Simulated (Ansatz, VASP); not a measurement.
**One calculation of Co, two programs**

INCAR

```
SYSTEM = Co
  PREC = Accurate
  ENCUT = 520
  EDIFF = 1E-6
  ISMEAR = 0
  SIGMA = 0.15
  LREAL = .False.
  LASPH = .True.
  NELM = 150
  ALGO = Normal
  ISIF = 2
  LWAVE = .False.
  LCHARG = .False.
  ISPIN = 2
  MAGMOM = 1.91 1.91
  LORBIT = 11
  LMAXMIX = 4
  GGA = PS
  NBANDS = 20
```

The input KPOINTS:

```
Automatic mesh
0
Gamma
  24 24 14
  0 0 0
```

POSCAR

```
Co
1.0
    2.6794325854      0.0000000000      0.0000000000
   -1.3397162927      2.3204566867      0.0000000000
    0.0000000000      0.0000000000      3.5016367447
Co
2
Direct
    0.6666666667      0.3333333333      0.2598610000
    0.3333333333      0.6666666667      0.7401390000
```

Input for Ansatz:

```yaml
crystal:
  lattice:
    - [2.6794325854, 0.0, 0.0]
    - [-1.3397162927, 2.3204566867, 0.0]
    - [0.0, 0.0, 3.5016367447]
  atoms:
    - { symbol: Co, position: [0.6666666667, 0.3333333333, 0.259861], spin: 1.91 }
    - { symbol: Co, position: [0.3333333333, 0.6666666667, 0.740139], spin: 1.91 }
basis:
  ecutwfc: 420
kpoints:
  mp_grid: { grid: [24, 24, 14] }
hamiltonian:
  xc: pbesol
scf:
  occupations: { method: gaussian, width: 0.15 }
output:
  forces: true
  stress: true
  eigenvalues: true
  populations: true
magnetization:
  spin_polarized: true
```

Alike in both runs: task single point; functional PBEsol; k mesh 24 × 24 × 14; occupations gaussian, width 0.15 eV; collinear spin.

|  | VASP | Ansatz |
| --- | --- | --- |
| version | VASP 6.6.1 | Ansatz 0.2.0 |
| potentials or method | VASP PAW PBE potentials, release 64 (Co), cutoff 520 eV | scalar-relativistic, plane waves, PAW |
| valence electrons in the cell | 18 | 34 |

|  | VASP | Ansatz | Ansatz less VASP |
| --- | --- | --- | --- |
| gap on the k mesh at the Fermi level (eV) | none | none | - |
| pressure (GPa) | -1.4 | -0.5 | +0.88 |
| traceless stress, the component that is largest in VASP (GPa) | 27.47 | 28.45 | +0.981 |
| rms of the force components (eV/Å) | 0.498 | 0.509 | +0.0108 |
| net moment per atom (μB) | 1.58 | 1.58 | +0.004 |
| size of the moment on the site where the two differ most (μB) | 1.59 | 1.64 | +0.051 |

VASP's potentials were made for PBE, not for PBEsol. Site moments also hang on the region over which each program counts them. Atom by atom the forces differ by 0.011 eV/Å (rms over components). A gap of «none» marks a metal or a gap that the smearing closes. With one functional, cell and mesh, what is left measures potentials, basis and numerics. VASP's potentials hold 18 valence electrons a cell and Ansatz's 34, so a difference there can come from the potentials and not from the codes.
